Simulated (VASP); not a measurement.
Here is a VASP 6.6.1 calculation.

The input INCAR:

```
SYSTEM = Al6W
ALGO = Normal
EDIFF = 1E-6
ENCUT = 500
GGA = PE
GGA_COMPAT = .FALSE.
ISIF = 2
ISMEAR = 0
LASPH = .TRUE.
LCHARG = .FALSE.
LREAL = .FALSE.
LWAVE = .FALSE.
NBANDS = 25
NELM = 120
PREC = Accurate
SIGMA = 0.1
```

KPOINTS

```
k-points
0
G
  4 4 4
  0 0 0
```

Contents of POSCAR:

```
Al6W
1.0
    5.6350290888      0.0000000000      0.0000000000
    0.0000000000      5.6350290888      0.0000000000
    0.0000000000      0.0000000000      3.7404066433
Al W
6 1
Direct
    0.7580551614      0.7580551614      0.1614043901
    0.2419448386      0.2419448386      0.1614043901
    0.2419448386      0.7580551614      0.1614043901
    0.7580551614      0.2419448386      0.1614043901
    0.5000000000      0.0000000000      0.6613455579
    0.0000000000      0.5000000000      0.6613455579
    0.5000000000      0.5000000000      0.6612114040
```

Potentials or basis: VASP PAW PBE potentials, release 64 (Al, W_sv).

Launch:

```sh
$ cat potpaw_PBE.64/Al/POTCAR potpaw_PBE.64/W_sv/POTCAR > POTCAR
$ mpirun -np 1 vasp_std > vasp.out
```

**Question.** What does it give for the band gap on the k mesh?

**Answer.** Zero (bands 16 and 17 overlap by 1.79 eV).

**Question.** Predict the largest force.

**Answer.** 0.007 eV/Å.

**Question.** What does it give for the pressure?

**Answer.** 0.0 GPa.

Forces in eV/Å, atoms in the order of the input:
```
Al   0.003  0.003 -0.002
Al  -0.003 -0.003 -0.002
Al  -0.003  0.003 -0.002
Al   0.003 -0.003 -0.002
Al   0.000  0.000  0.001
Al   0.000  0.000  0.001
W    0.000  0.000  0.007
```

Caveat: the k points lie up to 0.42 Å⁻¹ apart, too coarse for converged energies and pressures of a metal; spin-orbit coupling is left out, which moves the levels of the heavy elements.
